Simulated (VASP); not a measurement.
# H4C in VASP: notebook

Runs on H4C. Level: LDA. Tasks: relaxation of the atoms, single point.

All numbers are computed with VASP 6.6.1; they aren't measurements. Logs are shortened: lines on timing, memory, paths and dates and some standing lists are left out, and cuts for length are marked.

## Step 1: The cell of the first run

The cell holds an amorphous packing of atoms, 40 atoms: a = 8.215 Å, b = 8.215 Å, c = 8.215 Å, α = 90.00°, β = 90.00°, γ = 90.00°.

## Step 2: Relaxation of the atoms, LDA

INCAR reads:

```
SYSTEM = H4C
ALGO     = Normal         ! electronic algorithm
EDIFF    = 1E-6           ! SCF threshold, eV
EDIFFG   = -0.3           ! ionic threshold
ENCUT    = 520            ! plane-wave cutoff, eV
GGA      = CA             ! functional
IBRION   = 2              ! ionic algorithm
ISIF     = 2              ! what is computed and relaxed
ISMEAR   = -1             ! smearing method
LASPH    = .True.         ! aspherical terms in the spheres
LCHARG   = .False.        ! write CHGCAR
LREAL    = Auto         
LWAVE    = .False.        ! write WAVECAR
NELM     = 60             ! most SCF steps
NSW      = 35             ! ionic steps
PREC     = Accurate       ! precision mode
SIGMA    = 0.05           ! smearing width, eV
```

KPOINTS reads:

```
k-points
0
Gamma
  1 1 1
  0 0 0
```

POSCAR reads:

```
H4C
1.0
    8.2150030000      0.0000000000      0.0000000000
    0.0000000000      8.2150030000      0.0000000000
    0.0000000000      0.0000000000      8.2150030000
C H
8 32
Direct
    0.5119071000      0.2157132000      0.0166638000
    0.8726943000      0.1865456000      0.8889677000
    0.0938635000      0.9188922000      0.1422051000
    0.5570369000      0.5377642000      0.7070080000
    0.4376372000      0.5105077000      0.3109723000
    0.0148605000      0.3461969000      0.3588887000
    0.5953910000      0.9393429000      0.3913534000
    0.3221797000      0.2524847000      0.5888291000
    0.5633392000      0.1293758000     -0.0699087000
    0.3795306000      0.2079023000      0.0135532000
    0.5497178000      0.3386551000     -0.0157375000
    0.5550408000      0.1869195000      0.1387483000
    0.9026202000      0.2808455000      0.9773204000
    0.8591186000      0.0702539000      0.9513068000
    0.9699835000      0.1775301000      0.7992585000
    0.7590549000      0.2175529000      0.8279853000
    0.1060297000      0.7943716000      0.0981504000
   -0.0214396000      0.9319948000      0.2064525000
    0.0969681000      1.0026628000      0.0394089000
    0.1938960000      0.9465396000      0.2248087000
    0.5076678000      0.5857381000      0.5936263000
    0.6490140000      0.4461132000      0.6799054000
    0.4593976000      0.4827791000      0.7779828000
    0.6120682000      0.6364263000      0.7765174000
    0.5585523000      0.5609524000      0.3316869000
    0.3951487000      0.4507101000      0.4214856000
    0.4429090000      0.4221928000      0.2121447000
    0.3539387000      0.6081756000      0.2785721000
   -0.0642384000      0.4175614000      0.2798653000
    0.0248201000      0.4058043000      0.4769649000
    0.1352002000      0.3365511000      0.3039385000
   -0.0363400000      0.2248709000      0.3747863000
    0.5272802000      0.8967009000      0.4968844000
    0.5270608000      0.9125715000      0.2808613000
    0.7128192000      0.8778342000      0.3867152000
    0.6144037000      1.0702650000      0.4009526000
    0.1980232000      0.2748410000      0.6298119000
    0.3675255000      0.1407369000      0.6440594000
    0.3995477000      0.3540846000      0.6246882000
    0.3236223000      0.2402765000      0.4567568000
```

Potentials or basis: VASP PAW LDA potentials, release 64 (C, H).

Command:

```
> cat potpaw_LDA.64/C/POTCAR potpaw_LDA.64/H/POTCAR > POTCAR
> mpirun -np 1 vasp_gam > vasp.out
```

OUTCAR:

```text
SYSTEM = H4C
   EDIFF = 1E-6
   EDIFFG = -0.3
   ENCUT = 520
   GGA = CA
   IBRION = 2
   ISIF = 2
   ISMEAR = -1
   LASPH = .True.
   LREAL = Auto
   NELM = 60
   NSW = 35
   PREC = Accurate

 ion  position               nearest neighbor table
   1  0.512  0.216  0.017-  11 1.09   9 1.09  12 1.09  10 1.09
   2  0.873  0.187  0.889-  15 1.09  16 1.09  14 1.09  13 1.09
   3  0.094  0.919  0.142-  19 1.09  18 1.09  17 1.09  20 1.09
   4  0.557  0.538  0.707-  24 1.09  21 1.09  23 1.09  22 1.09
   5  0.438  0.511  0.311-  27 1.09  26 1.09  25 1.09  28 1.09
   6  0.015  0.346  0.359-  31 1.09  32 1.09  30 1.09  29 1.09
   7  0.595  0.939  0.391-  33 1.09  35 1.09  36 1.09  34 1.09
   8  0.322  0.252  0.589-  38 1.09  40 1.09  39 1.09  37 1.09
   9  0.563  0.129  0.930-   1 1.09
  10  0.380  0.208  0.014-   1 1.09
  11  0.550  0.339  0.984-   1 1.09
  12  0.555  0.187  0.139-   1 1.09
  13  0.903  0.281  0.977-   2 1.09
  14  0.859  0.070  0.951-   2 1.09
[... 24 lines left out ...]
  39  0.400  0.354  0.625-   8 1.09
  40  0.324  0.240  0.457-   8 1.09

  LATTYP: Found a simple cubic cell.
 ALAT       =     8.2150030000

  Lattice vectors:

 A1 = (   8.2150030000,   0.0000000000,   0.0000000000)
 A2 = (   0.0000000000,   8.2150030000,   0.0000000000)
 A3 = (   0.0000000000,   0.0000000000,   8.2150030000)

Analysis of symmetry for initial positions (statically):
=====================================================================
 Subroutine PRICEL returns:
 Original cell was already a primitive cell.

 Routine SETGRP: Setting up the symmetry group for a
 simple cubic supercell.

 Subroutine GETGRP returns: Found  1 space group operations
 (whereof  1 operations were pure point group operations)
 out of a pool of 48 trial point group operations.

The static configuration has the point symmetry C_1 .

Analysis of symmetry for dynamics (positions and initial velocities):
=====================================================================
 Subroutine PRICEL returns:
 Original cell was already a primitive cell.

 Routine SETGRP: Setting up the symmetry group for a
 simple cubic supercell.

 Subroutine GETGRP returns: Found  1 space group operations
 (whereof  1 operations were pure point group operations)
 out of a pool of 48 trial point group operations.

The dynamic configuration has the point symmetry C_1 .

 Subroutine INISYM returns: Found  1 space group operations
 (whereof  1 operations are pure point group operations),
 and found     1 'primitive' translations

----------------------------------------------------------------------------------------

                                     Primitive cell

  volume of cell :     554.3999

  direct lattice vectors                    reciprocal lattice vectors
     8.215003000  0.000000000  0.000000000     0.121728501  0.000000000  0.000000000
     0.000000000  8.215003000  0.000000000     0.000000000  0.121728501  0.000000000
     0.000000000  0.000000000  8.215003000     0.000000000  0.000000000  0.121728501

  length of vectors
     8.215003000  8.215003000  8.215003000     0.121728501  0.121728501  0.121728501

  position of ions in fractional coordinates (direct lattice)
     0.511907100  0.215713200  0.016663800
     0.872694300  0.186545600  0.888967700
     0.093863500  0.918892200  0.142205100
     0.557036900  0.537764200  0.707008000
     0.437637200  0.510507700  0.310972300
     0.014860500  0.346196900  0.358888700
[... 32 lines left out ...]
     0.399547700  0.354084600  0.624688200
     0.323622300  0.240276500  0.456756800

  ion indices of the primitive-cell ions
   primitive index   ion index
                 1           1
                 2           2
                 3           3
                 4           4
                 5           5
                 6           6
[... 32 lines left out ...]
                39          39
                40          40

----------------------------------------------------------------------------------------

 KPOINTS: k-points

Automatic generation of k-mesh.
[... 45 lines left out ...]
   TEBEG  =    0.0;   TEEND  =   0.0 temperature during run
   PSTRESS=    0.0 pullay stress
   NELECT =      64.0000    total number of electrons
   NUPDOWN=      -1.0000    fix difference up-down
   EMIN   =  10.00;   EMAX   =-10.00  energy-range for DOS
   EFERMI =   0.00;   METHOD = LEGACY
   ISMEAR =    -1;   SIGMA  =   0.05  broadening in eV -4-tet -1-fermi 0-gaus
   EFERMI_NEDOS =   21; number of points for ismear=-14 and -15
   IALGO  =     38    algorithm
   IMIX   =      4    mixing-type and parameters
     AMIX     =   0.40;   BMIX     =  1.00
     AMIX_MAG =   1.60;   BMIX_MAG =  1.00
  volume/ion in A,a.u.               =      13.86        93.53
  Fermi-wavevector in a.u.,A,eV,Ry     =   0.797126  1.506350  8.645281  0.635410
  Thomas-Fermi vector in A             =   1.903783
   LORBIT       =      0    0 simple, 1 ext, 2 COOP (PROOUT), +10 PAW based schemes
   GGA     = CA    functional components
   LHFCALC =     F    Hartree Fock is set to
   AEXX    =    0.0000 exact exchange contribution
   IVDW    =     0    specifies the selected vdW correction
   LEPSILON=     F    determine dielectric tensor
   LRPA    =     F    only Hartree local field effects (RPA)
 conjugate gradient relaxation of ions
 non-spin polarized calculation
  energy-cutoff  :      520.00
  volume of cell :      554.40
 maximum number of plane-waves:      7470
 NGX is ok and might be reduce to    64
   NGX = 31   NGY = 31   NGZ = 31

--------------------------------------- Ionic step        1  -------------------------------------------

 number of electron      64.0000002 magnetization

 Free energy of the ion-electron system (eV)
  ---------------------------------------------------
  ext. energy  EPLUGINS =         0.00000000
  ---------------------------------------------------
  free energy    TOTEN  =      -198.68759250 eV

  energy without entropy =     -198.68759250  energy(sigma->0) =     -198.68759250

------------------------ aborting loop because EDIFF is reached ----------------------------------------

  FORCE on cell =-STRESS in cart. coord.  units (eV):
  Direction    XX          YY          ZZ          XY          YZ          ZX
  --------------------------------------------------------------------------------------
  -------------------------------------------------------------------------------------
  Total        4.2616607      4.2542863      4.3180251      0.5340160     -0.0497095      0.4368583
  in kB       12.3159034     12.2945919     12.4787926      1.5432693     -0.1436569      1.2624901
  external PRESSURE =      12.3630960 kB  Pullay stress =       0.0000000 kB
[... 429 lines left out ...]
  energy  without entropy=     -198.7921019911  energy(sigma->0) =     -198.79210199

--------------------------------------- Ionic step        7  -------------------------------------------

 number of electron      64.0000001 magnetization

 Free energy of the ion-electron system (eV)
  ---------------------------------------------------
  ext. energy  EPLUGINS =         0.00000000
  ---------------------------------------------------
  free energy    TOTEN  =      -198.84600777 eV

  energy without entropy =     -198.84600777  energy(sigma->0) =     -198.84600777

 E-fermi :  -5.2232     XC(G=0):  -5.4402

 val. band max:       -6.4782542298   @ k =   0.0000   0.0000   0.0000
 cond. band min:       0.1083257031   @ k =   0.0000   0.0000   0.0000
 fundamental gap:      6.5865799329
 Fermi energy:        -5.2231969130

 k-point     1 :       0.0000    0.0000    0.0000
  band No.  band energies     occupation
      1     -15.6005      2.00000
      2     -15.2475      2.00000
      3     -15.0952      2.00000
      4     -15.0630      2.00000
      5     -14.9968      2.00000
      6     -14.8807      2.00000
[... 36 lines left out ...]
     43       3.1825      0.00000
     44       3.3499      0.00000
 [bands above 44 left out]

------------------------ aborting loop because EDIFF is reached ----------------------------------------

  FORCE on cell =-STRESS in cart. coord.  units (eV):
  Direction    XX          YY          ZZ          XY          YZ          ZX
  --------------------------------------------------------------------------------------
  -------------------------------------------------------------------------------------
  Total       -0.2460995     -0.0272479      0.3110153      0.7268292     -0.1595789      0.0948941
  in kB       -0.7112106     -0.0787447      0.8988125      2.1004859     -0.4611720      0.2742372
  external PRESSURE =       0.0362857 kB  Pullay stress =       0.0000000 kB
[... 55 lines left out ...]
  FREE ENERGIE OF THE ION-ELECTRON SYSTEM (eV)
  ---------------------------------------------------
  free  energy   TOTEN  =      -198.8460077669 eV

  energy  without entropy=     -198.8460077668  energy(sigma->0) =     -198.84600777

 reached required accuracy - stopping structural energy minimisation
```

It took 2.6 min on 1 thread of Intel Xeon Platinum 8375C at 2.90GHz (Ice Lake), shared host; peak memory 0.41 GiB.

What came out:

```yaml
Free_energy: -198.8460 eV
Energy_gained_by_relaxing: 4.0 meV/atom
Ionic_steps: 7
Pressure_after_relaxing: 0.0 GPa
Largest_force_after_relaxing: 0.261 eV/Å
Band_gap_on_the_k_mesh: 6.59 eV
```

Forces in eV/Å, atoms in the order of the input:
```
C   -0.055 -0.113 -0.028
C   -0.017 -0.009 -0.101
C    0.051 -0.007 -0.023
C   -0.029  0.177  0.114
C   -0.082  0.021  0.051
C   -0.027  0.046 -0.044
C    0.004 -0.013  0.005
C    0.084 -0.065  0.065
H   -0.121 -0.032  0.009
H    0.083  0.032  0.067
H   -0.051 -0.003  0.002
H   -0.064 -0.007 -0.005
H    0.078  0.030 -0.024
H    0.013 -0.004 -0.073
H   -0.004  0.014  0.111
H    0.115  0.026 -0.068
H    0.008  0.063  0.045
H    0.015 -0.004  0.020
H    0.040 -0.025  0.038
H   -0.033 -0.023 -0.012
H    0.050  0.102  0.123
H    0.112  0.043  0.083
H    0.058  0.113  0.079
H    0.072 -0.088 -0.100
H   -0.046  0.083 -0.133
H   -0.030  0.074  0.004
H   -0.003  0.145 -0.104
H    0.126  0.023 -0.114
H    0.025 -0.077  0.037
H   -0.060  0.017 -0.033
H   -0.048  0.021 -0.066
H   -0.016  0.028 -0.029
H    0.014  0.001 -0.022
H    0.024  0.020  0.035
H   -0.040  0.031 -0.007
H   -0.003 -0.042 -0.004
H   -0.008 -0.239  0.048
H   -0.200 -0.044 -0.012
H    0.030 -0.066  0.022
H   -0.064 -0.249  0.045
```

The path:
```
step  energy change (eV)  largest force (eV/Å)  pressure (GPa)
   1              0.0000                0.4510            1.24
   2             -0.0499                0.5512           -0.25
   3             -0.0597                0.4326            0.18
   4             -0.0771                0.8631           -0.16
   5             -0.0795                0.5817           -0.08
   6             -0.1045                0.4906           -0.06
   7             -0.1584                0.2614            0.00
```

Final structure:
```
C H
1.0
     8.21500    0.00000    0.00000
     0.00000    8.21500    0.00000
     0.00000    0.00000    8.21500
C H
8 32
Direct
  0.50913 0.21517 0.01752
  0.87513 0.18704 0.88711
  0.09468 0.91863 0.14286
  0.56034 0.54193 0.71030
  0.43799 0.51479 0.30663
  0.01316 0.34651 0.35736
  0.59548 0.93946 0.39118
  0.31933 0.24416 0.59033
  0.56071 0.12793 0.93026
  0.37515 0.20805 0.01509
  0.55013 0.33795 0.98332
  0.55571 0.18534 0.13955
  0.90260 0.28104 0.97836
  0.85833 0.07052 0.95075
  0.97428 0.17686 0.79729
  0.76107 0.21944 0.82522
  0.10652 0.79289 0.09798
  0.97782 0.93276 0.20676
  0.09747 0.00339 0.03921
  0.19557 0.94675 0.22654
  0.50911 0.58797 0.59539
  0.64929 0.44640 0.68063
  0.46220 0.48747 0.78313
  0.61668 0.64157 0.78009
  0.56072 0.56315 0.33005
  0.39500 0.45469 0.41735
  0.44229 0.42223 0.21018
  0.35201 0.61296 0.27608
  0.93285 0.41864 0.27781
  0.02480 0.40665 0.47634
  0.13527 0.33723 0.30336
  0.96327 0.22336 0.37454
  0.52682 0.89615 0.49774
  0.52615 0.91221 0.27975
  0.71397 0.87698 0.38662
  0.61440 0.07176 0.40162
  0.19498 0.27290 0.63076
  0.36904 0.13407 0.64824
  0.39718 0.34676 0.62399
  0.32120 0.23348 0.45712
```

Levels at points of the mesh, in eV from the valence-band top:
```
           k point  band 29  band 30  band 31  band 32  band 33  band 34  band 35  band 36
(0.00, 0.00, 0.00)    -0.55    -0.35    -0.25     0.00     6.59     8.38     8.56     8.64
```

Caveat: the k points lie up to 0.76 Å⁻¹ apart; the relaxation stopped at a loose force limit of 0.3 eV/Å, so its end isn't a converged minimum.

## Step 3: Single point, LDA

INCAR reads:

```
SYSTEM = H4C
  PREC = Accurate
  ENCUT = 910
  EDIFF = 1E-6
  ISMEAR = -1
  SIGMA = 0.05
  LREAL = Auto
  LASPH = .TRUE.
  NELM = 120
  ALGO = Normal
  ISIF = 2
  LWAVE = .FALSE.
  LCHARG = .FALSE.
  GGA = CA
  NBANDS = 58
  GGA_COMPAT = .FALSE.
```

KPOINTS reads:

```
regular mesh
0
G
  1 1 1
  0 0 0
```

POSCAR reads:

```
H4C
1.0
    8.2150030000      0.0000000000      0.0000000000
    0.0000000000      8.2150030000      0.0000000000
    0.0000000000      0.0000000000      8.2150030000
C H
8 32
Direct
    0.5060172189      0.2132091661      0.0182662799
    0.8778574778      0.1879599776      0.8849383781
    0.0957174743      0.9188132857      0.1436945918
    0.5639946694      0.5469160485      0.7155497627
    0.4374280744      0.5195769072      0.3020724751
    0.0115246209      0.3471023758      0.3555608784
    0.5953704073      0.9393194074      0.3913450761
    0.3174698611      0.2347258980      0.5929192162
    0.5525974946      0.1244787069     -0.0695011908
    0.3726467008      0.2094105742      0.0193995361
    0.5475406125      0.3351548485     -0.0167725558
    0.5532406905      0.1837508795      0.1395223475
    0.9054465838      0.2811046454      0.9764411725
    0.8579238843      0.0712871249      0.9465579667
    0.9794995370      0.1769165691      0.7991822512
    0.7673005319      0.2224679682      0.8190403019
    0.1073399840      0.7936135977      0.0994109368
   -0.0207490938      0.9329794962      0.2072050817
    0.0998850134      1.0030369719      0.0404787923
    0.1957916682      0.9460724149      0.2275071564
    0.5112035048      0.5936572859      0.6023875486
    0.6511144509      0.4499753052      0.6857529827
    0.4671827313      0.4970960724      0.7925808173
    0.6257121813      0.6454322635      0.7807496997
    0.5599490293      0.5678119700      0.3233039335
    0.3937105684      0.4610999247      0.4129206665
    0.4412855519      0.4288697172      0.2045157011
    0.3545493478      0.6185771268      0.2691325136
   -0.0696537317      0.4171657220      0.2763910462
    0.0220414539      0.4078140818      0.4737401324
    0.1324566800      0.3389277131      0.3001146263
   -0.0374986364      0.2242424416      0.3729961040
    0.5271623203      0.8958005110      0.4973224012
    0.5264275381      0.9128036185      0.2803023734
    0.7134254748      0.8775365697      0.3862292216
    0.6142456745      1.0709446666      0.4018575370
    0.1935024110      0.2618699026      0.6339061259
    0.3633943025      0.1251067836      0.6530575800
    0.3963619718      0.3372824281      0.6235167696
    0.3174345640      0.2173262323      0.4608446647
```

Potentials or basis: VASP PAW LDA potentials, release 64 (C_h, H_h).

Command:

```
> cat potpaw_LDA.64/C_h/POTCAR potpaw_LDA.64/H_h/POTCAR > POTCAR
> mpirun -np 1 vasp_gam > vasp.out
```

It used 400 s of CPU time on 1 thread of AMD EPYC 7R13 Processor (Zen 3), on a shared host.

The run converged. Its results:

```
Free energy            : -199.0933 eV
Pressure               : 0.3 GPa
Largest force          : 0.180 eV/Å
Band gap on the k mesh : 6.82 eV
```

Forces in eV/Å, atoms in the order of the input:
```
C   -0.055 -0.028  0.012
C    0.021 -0.008 -0.056
C    0.035 -0.012  0.011
C    0.053  0.061  0.062
C   -0.012  0.053 -0.068
C   -0.049  0.008 -0.044
C    0.009  0.003 -0.010
C   -0.005 -0.111  0.050
H   -0.004 -0.090 -0.082
H   -0.122  0.004  0.038
H    0.028  0.051 -0.049
H    0.027 -0.050  0.096
H    0.034  0.071  0.078
H   -0.018 -0.054  0.003
H    0.117 -0.020 -0.047
H   -0.045  0.053 -0.084
H    0.020 -0.110 -0.027
H   -0.103  0.028  0.060
H    0.017  0.080 -0.079
H    0.104  0.023  0.099
H   -0.022  0.081 -0.066
H    0.058 -0.028  0.024
H   -0.042  0.000  0.078
H    0.101  0.074  0.040
H    0.105  0.087 -0.018
H   -0.083 -0.049  0.130
H   -0.009 -0.024 -0.107
H   -0.068  0.149 -0.073
H   -0.100  0.051 -0.080
H    0.001  0.064  0.085
H    0.105  0.007 -0.065
H   -0.042 -0.109  0.002
H   -0.060 -0.046  0.097
H   -0.069 -0.025 -0.101
H    0.106 -0.060 -0.007
H    0.013  0.123  0.024
H   -0.123 -0.047  0.043
H    0.012 -0.148  0.091
H    0.093  0.050  0.051
H   -0.030 -0.101 -0.110
```

Stress tensor (GPa, compression positive):
```
 0.30  0.06  0.06
 0.06  0.30 -0.03
 0.06 -0.03  0.39
```

Levels at points of the mesh, in eV from the valence-band top:
```tsv
k point	band 29	band 30	band 31	band 32	band 33	band 34	band 35	band 36
(0.00, 0.00, 0.00)	-0.37	-0.24	-0.16	0.00	6.82	8.63	8.80	8.88
```

Caveat: the k points lie up to 0.76 Å⁻¹ apart; the cutoff is under 1.25 times the usual one of these potentials, so pressure, stress and relaxed cells hold a basis-set (Pulay) error.
